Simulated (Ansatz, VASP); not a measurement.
GaAs in VASP and in Ansatz

```xyz
2
Lattice="0.0000 2.8079 2.8079 2.8079 0.0000 2.8079 2.8079 2.8079 0.0000" Properties=species:S:1:pos:R:3 pbc="T T T"
As    4.2118    4.2118    4.2118
Ga    0.0000    0.0000    0.0000
```

Alike in both runs: task single point; functional r2SCAN; k mesh 8 × 8 × 8; occupations fermi-dirac, width 0.05 eV; non-collinear spin, spin-orbit coupling.

|  | VASP | Ansatz |
| --- | --- | --- |
| version | VASP 6.6.1 | Ansatz 0.2.0 |
| potentials or method | VASP PAW PBE potentials, release 64 (As, Ga_d) | Ansatz PAW |
| plane-wave cutoff (eV) | 520 | 500 |
| valence electrons in the cell | 18 | 28 |

Ansatz gave:

```
pressure (GPa) : 2.1
```

Q: What did VASP give for the same quantities?

A: Pressure (GPa): 2.2.

VASP's potentials were made for PBE, not for r2SCAN. VASP's potentials hold 18 valence electrons a cell and Ansatz's 28, so a difference there can come from the potentials and not from the codes.
